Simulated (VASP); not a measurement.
SnGe3Te4: single point with PBE

Crystal: SnGe3Te4.

```
Sn Ge Te
1.0
     4.32987    0.00000    0.00000
     0.00000    4.32987    0.00000
     0.00000    0.00000   12.23048
Sn Ge Te
1 3 4
Direct
  0.00000 0.00000 0.50000
  0.00000 0.00000 0.00000
  0.50000 0.50000 0.24587
  0.50000 0.50000 0.75413
  0.00000 0.00000 0.24251
  0.50000 0.50000 0.50000
  0.00000 0.00000 0.75749
  0.50000 0.50000 0.00000
```

```json
{
 "Program": "VASP 6.6.1",
 "Task": "single point",
 "Functional": "PBE",
 "Potentials or basis": "VASP PAW PBE potentials, release 64 (Sn_d, Ge_d, Te)",
 "Cutoff": "520 eV",
 "k mesh": "4 × 4 × 2",
 "Occupations": "gaussian, width 0.1 eV",
 "Spin": "no spin polarisation"
}
```

The pressure is -0.1 GPa. The largest force is 0.047 eV/Å.

Forces on the atoms (eV/Å):
```
Sn   0.000  0.000  0.000
Ge   0.000  0.000  0.000
Ge   0.000  0.000 -0.047
Ge   0.000  0.000  0.047
Te   0.000  0.000  0.024
Te   0.000  0.000  0.000
Te   0.000  0.000 -0.024
Te   0.000  0.000  0.000
```

Stress tensor (GPa, compression positive):
```
-0.16  0.00  0.00
 0.00 -0.16  0.00
 0.00  0.00 -0.08
```

Levels at points of the mesh, in eV from the Fermi level:
| k point | band 36 | band 37 | band 38 | band 39 | band 40 | band 41 | band 42 | band 43 | band 44 | band 45 |
| --- | --- | --- | --- | --- | --- | --- | --- | --- | --- | --- |
| (0.00, 0.00, 0.00) | -2.37 | -2.08 | -1.99 | -1.99 | -1.96 | 1.93 | 2.08 | 2.31 | 3.05 | 3.05 |
| (0.50, 0.00, 0.00) | -1.57 | -1.34 | -1.19 | -0.58 | 0.03 | 0.03 | 0.06 | 0.08 | 0.16 | 0.18 |
| (0.50, 0.50, 0.00) | -3.75 | -3.72 | -3.72 | -0.92 | -0.67 | 0.53 | 0.79 | 2.32 | 2.32 | 4.66 |
| (0.00, 0.00, 0.50) | -2.47 | -2.23 | -2.23 | -0.97 | -0.94 | 1.22 | 1.23 | 2.49 | 2.58 | 3.09 |
| (0.50, 0.00, 0.50) | -1.69 | -1.20 | -1.19 | -1.09 | -0.60 | 0.27 | 0.35 | 0.37 | 0.64 | 0.66 |
| (0.50, 0.50, 0.50) | -4.01 | -2.69 | -2.69 | -2.68 | -2.48 | 2.62 | 2.95 | 3.12 | 3.12 | 3.15 |

Wall time 84 s on 1 thread of AMD EPYC 9R45 96-Core Processor (Zen 5), on a shared host, peak memory 0.35 GiB.

Caveat: the k points lie up to 0.36 Å⁻¹ apart; spin-orbit coupling is left out, which moves the levels of the heavy elements.
